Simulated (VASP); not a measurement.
# Cs7Sn8I23 (a cell with a defect) in VASP: single point with PBEsol

Aim: the single point of Cs7Sn8I23 (a cell with a defect) with PBEsol.

All numbers are computed with VASP 6.6.1; they aren't measurements. Logs are shortened: lines on timing, memory, paths and dates and some standing lists are left out, and cuts for length are marked.

### Step 1. The cell of the first run

The cell holds a defect, 38 atoms: a = 12.314 Å, b = 12.314 Å, c = 12.314 Å, α = 90.00°, β = 90.00°, γ = 90.00°.

### Step 2. Single point, PBEsol

INCAR

```
PREC = Accurate
ENCUT = 520
EDIFF = 1E-7
ISMEAR = -1
SIGMA = 0.05
LREAL = Auto
LASPH = T
NELM = 60
ALGO = Normal
ISIF = 2
LWAVE = F
LCHARG = T
GGA = PS
LELF = T
LVHAR = T
ISYM = 0
NBANDS = 193
```

KPOINTS

```
Automatic mesh
0
Gamma
  1 1 1
  0.25 0.25 0.25
```

POSCAR

```
Cs7Sn8I23
1.0
   12.3144620000      0.0000000000      0.0000000000
    0.0000000000     12.3144620000      0.0000000000
    0.0000000000      0.0000000000     12.3144620000
Cs Sn I
7 8 23
Direct
    0.9839130000      0.9863920000      0.9940680000
    0.9902750000      0.9908530000      0.4947290000
    0.9926080000      0.5238660000      0.9985980000
    0.9645560000      0.5040900000      0.4997390000
    0.5220240000      0.9917880000      0.9988310000
    0.5036600000      0.9626550000      0.4994810000
    0.5173850000      0.5191960000      0.0040360000
    0.2554370000      0.2550920000      0.2611760000
    0.2528720000      0.2524690000      0.7419450000
    0.2506410000      0.7533760000      0.2501910000
    0.2494710000      0.7507160000      0.7510860000
    0.7537370000      0.2507800000      0.2497810000
    0.7510380000      0.2492630000      0.7508010000
    0.7498190000      0.7498380000      0.2497630000
    0.7482790000      0.7479900000      0.7480750000
    0.2373180000      0.2370330000      0.5015500000
    0.2435090000      0.7528990000      0.0007730000
    0.2448330000      0.7629930000      0.5007630000
    0.7534320000      0.2410610000      0.0002910000
    0.7639870000      0.2462350000      0.5002160000
    0.7536480000      0.7542860000      0.9989640000
    0.7539170000      0.7532450000      0.4989280000
    0.0042620000      0.2480880000      0.2386320000
    0.0033710000      0.2478760000      0.7680560000
    0.0003410000      0.7539820000      0.2496020000
    0.9991510000      0.7520370000      0.7490530000
    0.4993060000      0.2485220000      0.2282140000
    0.4986400000      0.2452200000      0.7700660000
    0.5009090000      0.7570780000      0.2397700000
    0.4994880000      0.7568740000      0.7598260000
    0.2511180000      0.0036670000      0.2394340000
    0.2484070000      0.0029460000      0.7682890000
    0.2465680000      0.4990170000      0.2293440000
    0.2453390000      0.4983580000      0.7702130000
    0.7524120000      0.9999800000      0.2502540000
    0.7518980000      0.9989620000      0.7475100000
    0.7594350000      0.5005890000      0.2383810000
    0.7576760000      0.4993280000      0.7603740000
```

Potentials or basis: VASP PAW PBE potentials, release 64 (Cs_sv, Sn_d, I).

Started as:

```console
$ cat potpaw_PBE.64/Cs_sv/POTCAR potpaw_PBE.64/Sn_d/POTCAR potpaw_PBE.64/I/POTCAR > POTCAR
$ mpirun -np 1 vasp_std > vasp.out
```

OUTCAR:

```text
PREC = Accurate
   ENCUT = 520
   EDIFF = 1E-7
   ISMEAR = -1
   LREAL = Auto
   LASPH = T
   NELM = 60
   ISIF = 2
   GGA = PS
   ISYM = 0

 ion  position               nearest neighbor table
   1  0.984  0.986  0.994-
   2  0.990  0.991  0.495-
   3  0.993  0.524  0.999-
   4  0.965  0.504  0.500-
   5  0.522  0.992  0.999-
   6  0.504  0.963  0.499-
   7  0.517  0.519  0.004-
   8  0.255  0.255  0.261-  16 2.98  33 3.03  27 3.03  23 3.11  31 3.11
   9  0.253  0.252  0.742-  16 2.97  28 3.05  34 3.05  24 3.09  32 3.09
  10  0.251  0.753  0.250-  17 3.07  25 3.08  29 3.08  31 3.09  18 3.09  33 3.14
  11  0.249  0.751  0.751-  17 3.08  30 3.08  26 3.08  18 3.09  32 3.11  34 3.12
  12  0.754  0.251  0.250-  19 3.07  37 3.08  20 3.09  23 3.09  35 3.09  27 3.14
  13  0.751  0.249  0.751-  19 3.07  36 3.08  38 3.08  20 3.09  24 3.11  28 3.12
  14  0.750  0.750  0.250-  29 3.07  22 3.07  37 3.07  35 3.08  25 3.09  21 3.09
  15  0.748  0.748  0.748-  38 3.07  30 3.07  22 3.07  26 3.09  36 3.09  21 3.09
  16  0.237  0.237  0.502-   9 2.97   8 2.98
  17  0.244  0.753  0.001-  10 3.07  11 3.08
  18  0.245  0.763  0.501-  11 3.09  10 3.09
  19  0.753  0.241  0.000-  13 3.07  12 3.07
  20  0.764  0.246  0.500-  12 3.09  13 3.09
  21  0.754  0.754  0.999-  14 3.09  15 3.09
[... 15 lines left out ...]
  37  0.759  0.501  0.238-  14 3.07  12 3.08
  38  0.758  0.499  0.760-  15 3.07  13 3.08

IMPORTANT INFORMATION: All symmetrisations will be switched off!
NOSYMM: (Re-)initialisation of all symmetry stuff for point group C_1.

----------------------------------------------------------------------------------------

                                     Primitive cell

  volume of cell :    1867.4386

  direct lattice vectors                    reciprocal lattice vectors
    12.314462000  0.000000000  0.000000000     0.081205334  0.000000000  0.000000000
     0.000000000 12.314462000  0.000000000     0.000000000  0.081205334  0.000000000
     0.000000000  0.000000000 12.314462000     0.000000000  0.000000000  0.081205334

  length of vectors
    12.314462000 12.314462000 12.314462000     0.081205334  0.081205334  0.081205334

  position of ions in fractional coordinates (direct lattice)
     0.983913000  0.986392000  0.994068000
     0.990275000  0.990853000  0.494729000
     0.992608000  0.523866000  0.998598000
     0.964556000  0.504090000  0.499739000
     0.522024000  0.991788000  0.998831000
     0.503660000  0.962655000  0.499481000
[... 30 lines left out ...]
     0.759435000  0.500589000  0.238381000
     0.757676000  0.499328000  0.760374000

  ion indices of the primitive-cell ions
   primitive index   ion index
                 1           1
                 2           2
                 3           3
                 4           4
                 5           5
                 6           6
[... 30 lines left out ...]
                37          37
                38          38

----------------------------------------------------------------------------------------

 KPOINTS: Automatic mesh

Automatic generation of k-mesh.
 Grid dimensions read from file:
 generate k-points for:    1    1    1

 Generating k-lattice:

  Cartesian coordinates                     Fractional coordinates (reciprocal lattice)
     0.081205334  0.000000000  0.000000000     1.000000000  0.000000000  0.000000000
     0.000000000  0.081205334  0.000000000     0.000000000  1.000000000  0.000000000
     0.000000000  0.000000000  0.081205334     0.000000000  0.000000000  1.000000000

  Length of vectors
     0.081205334  0.081205334  0.081205334

  Shift w.r.t. Gamma in fractional coordinates (k-lattice)
     0.250000000  0.250000000  0.250000000

 Subroutine IBZKPT returns following result:
 ===========================================

 Found      4 irreducible k-points:

 Following reciprocal coordinates:
            Coordinates               Weight
  0.250000  0.250000  0.250000      2.000000
 -0.250000  0.250000  0.250000      2.000000
 -0.250000 -0.250000  0.250000      2.000000
  0.250000 -0.250000  0.250000      2.000000
   k-points           NKPTS =      4   k-points in BZ     NKDIM =      4   number of bands    NBANDS=    193
   number of dos      NEDOS =    301   number of ions     NIONS =     38
   total plane-waves  NPLWV = 884736
   dimension x,y,z NGX =    96 NGY =   96 NGZ =   96
   dimension x,y,z NGXF=   192 NGYF=  192 NGZF=  192
   ions per type =               7   8  23
   NGX,Y,Z   is equivalent  to a cutoff of  12.96, 12.96, 12.96 a.u.
   NGXF,Y,Z  is equivalent  to a cutoff of  25.92, 25.92, 25.92 a.u.
 SYSTEM =  unknown system
   PREC   = accura    normal or accurate (medium, high low for compatibility)
   ISTART =      0    job   : 0-new  1-cont  2-samecut
   ICHARG =      2    charge: 1-file 2-atom 10-const
   ISPIN  =      1    spin polarized calculation?
   LNONCOLLINEAR =      F non collinear calculations
   LSORBIT =      F    spin-orbit coupling
   LASPH  =      T    aspherical Exc in radial PAW
   ENCUT  =  520.0 eV  38.22 Ry    6.18 a.u.  22.90 22.90 22.90*2*pi/ulx,y,z
   NELM   =     60;   NELMIN=  2; NELMDL= -5     # of ELM steps
   EDIFF  = 0.1E-06   stopping-criterion for ELM
   LREAL  =      T    real-space projection
   EDIFFG = 0.1E-05   stopping-criterion for IOM
   NSW    =      0    number of steps for IOM
   IBRION =     -1    ionic relax: 0-MD 1-quasi-New 2-CG
   NFREE  =      0    steps in history (QN), initial steepest desc. (CG)
   ISIF   =      2    stress and relaxation
   ISYM   =      0    0-nonsym 1-usesym 2-fastsym
   POTIM  = 0.5000    time-step for ionic-motion
   TEBEG  =    0.0;   TEEND  =   0.0 temperature during run
   PSTRESS=    0.0 pullay stress
   NELECT =     336.0000    total number of electrons
   NUPDOWN=      -1.0000    fix difference up-down
   EMIN   =  10.00;   EMAX   =-10.00  energy-range for DOS
   EFERMI =   0.00;   METHOD = LEGACY
   ISMEAR =    -1;   SIGMA  =   0.05  broadening in eV -4-tet -1-fermi 0-gaus
   EFERMI_NEDOS =   21; number of points for ismear=-14 and -15
   IALGO  =     38    algorithm
   IMIX   =      4    mixing-type and parameters
     AMIX     =   0.40;   BMIX     =  1.00
     AMIX_MAG =   1.60;   BMIX_MAG =  1.00
  volume/ion in A,a.u.               =      49.14       331.63
  Fermi-wavevector in a.u.,A,eV,Ry     =   0.924214  1.746511 11.621706  0.854171
  Thomas-Fermi vector in A             =   2.049935
   LORBIT       =      0    0 simple, 1 ext, 2 COOP (PROOUT), +10 PAW based schemes
   GGA     = PS    functional components
   LHFCALC =     F    Hartree Fock is set to
   AEXX    =    0.0000 exact exchange contribution
   IVDW    =     0    specifies the selected vdW correction
   LEPSILON=     F    determine dielectric tensor
   LRPA    =     F    only Hartree local field effects (RPA)
 non-spin polarized calculation
  energy-cutoff  :      520.00
  volume of cell :     1867.44
 maximum number of plane-waves:     50327
 NGX is ok and might be reduce to    96
   NGX = 45   NGY = 45   NGZ = 45

 number of electron     336.0000002 magnetization

 Free energy of the ion-electron system (eV)
  ---------------------------------------------------
  ext. energy  EPLUGINS =         0.00000000
  ---------------------------------------------------
  free energy    TOTEN  =      -114.50605088 eV

  energy without entropy =     -114.50605035  energy(sigma->0) =     -114.50605061

 E-fermi :   2.2533     XC(G=0):  -7.4715

 val. band max:        1.4730973552   @ k =  -0.2500  -0.2500   0.2500
 cond. band min:       3.0357607908   @ k =  -0.2500   0.2500   0.2500
 fundamental gap:      1.5626634356
 Fermi energy:         2.2532802783

 k-point     1 :       0.2500    0.2500    0.2500
  band No.  band energies     occupation
      1     -19.6951      2.00000
      2     -19.6924      2.00000
      3     -19.6824      2.00000
      4     -19.6707      2.00000
      5     -19.6446      2.00000
      6     -19.6434      2.00000
[... 172 lines left out ...]
    179       4.2427      0.00000
    180       4.2761      0.00000

 k-point     2 :      -0.2500    0.2500    0.2500
  band No.  band energies     occupation
      1     -19.6951      2.00000
      2     -19.6924      2.00000
      3     -19.6824      2.00000
      4     -19.6707      2.00000
      5     -19.6446      2.00000
      6     -19.6434      2.00000
[... 172 lines left out ...]
    179       4.2547      0.00000
    180       4.2807      0.00000

 k-point     3 :      -0.2500   -0.2500    0.2500
  band No.  band energies     occupation
      1     -19.6951      2.00000
      2     -19.6924      2.00000
      3     -19.6824      2.00000
      4     -19.6707      2.00000
      5     -19.6446      2.00000
      6     -19.6434      2.00000
[... 172 lines left out ...]
    179       4.2469      0.00000
    180       4.2811      0.00000

 k-point     4 :       0.2500   -0.2500    0.2500
  band No.  band energies     occupation
      1     -19.6951      2.00000
      2     -19.6924      2.00000
      3     -19.6824      2.00000
      4     -19.6707      2.00000
      5     -19.6446      2.00000
      6     -19.6434      2.00000
[... 172 lines left out ...]
    179       4.2546      0.00000
    180       4.2804      0.00000
 [bands above 180 left out]

------------------------ aborting loop because EDIFF is reached ----------------------------------------

  FORCE on cell =-STRESS in cart. coord.  units (eV):
  Direction    XX          YY          ZZ          XY          YZ          ZX
  --------------------------------------------------------------------------------------
  -------------------------------------------------------------------------------------
  Total       -3.8681040     -3.8298214     -4.7837806     -0.0110615      0.0099886     -0.0203422
  in kB       -3.3186572     -3.2858125     -4.1042660     -0.0094903      0.0085698     -0.0174527
  external PRESSURE =      -3.5695786 kB  Pullay stress =       0.0000000 kB

 VOLUME and BASIS-vectors are now :
 -----------------------------------------------------------------------------
  energy-cutoff  :      520.00
  volume of cell :     1867.44
      direct lattice vectors                 reciprocal lattice vectors
    12.314462000  0.000000000  0.000000000     0.081205334  0.000000000  0.000000000
     0.000000000 12.314462000  0.000000000     0.000000000  0.081205334  0.000000000
     0.000000000  0.000000000 12.314462000     0.000000000  0.000000000  0.081205334

 POSITION                                       TOTAL-FORCE (eV/Angst)
 -----------------------------------------------------------------------------------
     12.11636     12.14689     12.24141         0.001654     -0.000218      0.004293
     12.19470     12.20182      6.09232        -0.004555     -0.003048     -0.000851
     12.22343      6.45113     12.29720        -0.005321     -0.001210     -0.000426
     11.87799      6.20760      6.15402         0.002181      0.004052      0.000946
      6.42844     12.21334     12.30007         0.000034     -0.005924      0.000338
      6.20230     11.85458      6.15084         0.003454      0.002851      0.000968
[... 30 lines left out ...]
      9.35203      6.16448      2.93553         0.002640     -0.004385     -0.000075
      9.33037      6.14896      9.36360        -0.002998     -0.001795      0.002782
 -----------------------------------------------------------------------------------
    total drift:                                0.004141      0.007983     -0.017320

  FREE ENERGIE OF THE ION-ELECTRON SYSTEM (eV)
  ---------------------------------------------------
  free  energy   TOTEN  =      -114.5060508788 eV

  energy  without entropy=     -114.5060503483  energy(sigma->0) =     -114.50605061
```

It took 62 min on 1 thread of Intel Xeon Platinum 8375C at 2.90GHz (Ice Lake), shared host; peak memory 2.1 GiB.

Results:

| Item | Value |
| --- | --- |
| Free energy | -114.5061 eV |
| Pressure | -0.4 GPa |
| Largest force | 0.032 eV/Å |
| Band gap on the k mesh | 1.56 eV |

Forces in eV/Å, atoms in the order of the input:
```
Cs   0.002  0.000  0.004
Cs  -0.005 -0.003 -0.001
Cs  -0.005 -0.001  0.000
Cs   0.002  0.004  0.001
Cs   0.000 -0.006  0.000
Cs   0.003  0.003  0.001
Cs   0.001 -0.001 -0.006
Sn  -0.007 -0.017 -0.026
Sn  -0.007 -0.004  0.009
Sn   0.003 -0.013 -0.005
Sn   0.016  0.008 -0.001
Sn  -0.013  0.002 -0.003
Sn   0.010  0.019 -0.006
Sn   0.009  0.001  0.015
Sn   0.005  0.015  0.005
I    0.002  0.003  0.006
I   -0.004  0.000 -0.004
I    0.003  0.000 -0.004
I   -0.003 -0.002 -0.001
I   -0.001  0.002  0.001
I    0.002  0.001  0.005
I   -0.002 -0.006  0.004
I    0.004  0.000 -0.006
I   -0.004  0.003 -0.010
I   -0.004 -0.005  0.007
I   -0.008 -0.002 -0.003
I    0.008 -0.003  0.008
I    0.002  0.000  0.003
I   -0.005  0.004  0.001
I    0.002  0.002  0.000
I    0.002  0.007 -0.007
I    0.005 -0.001 -0.009
I   -0.001  0.004  0.009
I   -0.001  0.001  0.002
I   -0.006  0.001  0.011
I   -0.004 -0.008 -0.003
I    0.003 -0.004  0.000
I   -0.003 -0.002  0.003
```

Levels at points of the mesh, in eV from the valence-band top:
```tsv
k point	band 166	band 167	band 168	band 169	band 170	band 171
(0.25, 0.25, 0.25)	-0.29	-0.27	-0.01	1.56	2.17	2.25
```

Caveat: the PAW data sets were made with another functional, which shifts forces and pressure a little; spin-orbit coupling is left out, which moves the levels of the heavy elements.
